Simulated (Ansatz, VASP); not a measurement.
**Ta: VASP beside Ansatz**

Contents of POSCAR:

```
Ta
1.0
   -1.6963227290      1.6963227290      1.6963227290
    1.6963227290     -1.6963227290      1.6963227290
    1.6963227290      1.6963227290     -1.6963227290
Ta
1
Direct
    0.0000000000      0.0000000000      0.0000000000
```

INCAR.step1

```
ALGO     = Normal         # electronic algorithm
EDIFF    = 1E-4           # SCF threshold, eV
ENCUT    = 520            # plane-wave cutoff, eV
GGA      = PE             # functional
ISMEAR   = -1             # smearing method
LASPH    = True           # aspherical terms in the spheres
LCHARG   = False          # write CHGCAR
LREAL    = False          # projectors in reciprocal space
LWAVE    = True           # write WAVECAR
NBANDS   = 12             # bands
NELM     = 80             # most SCF steps
PREC     = Accurate       # precision mode
SIGMA    = 0.1            # smearing width, eV
```

The input INCAR.step2:

```
ALGO     = Normal         # electronic algorithm
EDIFF    = 1E-7           # SCF threshold, eV
ENCUT    = 520            # plane-wave cutoff, eV
ISIF     = 2              # what is computed and relaxed
ISMEAR   = -1             # smearing method
ISTART   = 1            
LASPH    = True           # aspherical terms in the spheres
LCHARG   = False          # write CHGCAR
LMIXTAU  = True         
LREAL    = False          # projectors in reciprocal space
LWAVE    = False          # write WAVECAR
METAGGA  = R2SCAN         # meta-GGA
NBANDS   = 12             # bands
NELM     = 80             # most SCF steps
PREC     = Accurate       # precision mode
SIGMA    = 0.1            # smearing width, eV
```

The input KPOINTS:

```
k-points
0
Gamma
  22 22 22
```

Input for Ansatz:

```yaml
crystal:
  lattice:
    - [-1.696322729, 1.696322729, 1.696322729]
    - [1.696322729, -1.696322729, 1.696322729]
    - [1.696322729, 1.696322729, -1.696322729]
  atoms:
    - { symbol: Ta, position: [0.0, 0.0, 0.0] }
hamiltonian:
  xc: r2scan
  pseudopotentials:
    kind: paw
    azcp:
      Ta: "pseudopotentials/Ta.paw.azcp"
basis:
  ecutwfc: 500
  fft_grid_basis: typed
kpoints:
  mp_grid: { grid: [22, 22, 22], shift: [0, 0, 0] }
magnetization:
  spin_polarized: false
scf:
  occupations: { method: fermi_dirac, width: 0.1 }
output:
  stress: true
```

Alike in both runs: task single point; functional r2SCAN; k mesh 22 × 22 × 22; occupations fermi-dirac, width 0.1 eV; no spin polarisation.

|  | VASP | Ansatz |
| --- | --- | --- |
| version | VASP 6.6.1 | Ansatz 0.2.0 |
| potentials or method | VASP PAW PBE potentials, release 64 (Ta_pv), cutoff 520 eV | plane waves (500 eV) with PAW, scalar-relativistic |
| valence electrons in the cell | 11 | 13 |

Ansatz gave:

* pressure (GPa): -13.6

Question: Estimate VASP's values.

Answer: Pressure (GPa): -13.2.

VASP's potentials were made for PBE, not for r2SCAN. The functional is the same, so the differences come from potentials, cutoffs and numerics. VASP's potentials hold 11 valence electrons a cell and Ansatz's 13, so a difference there can come from the potentials and not from the codes.

Spin-orbit coupling is off throughout.
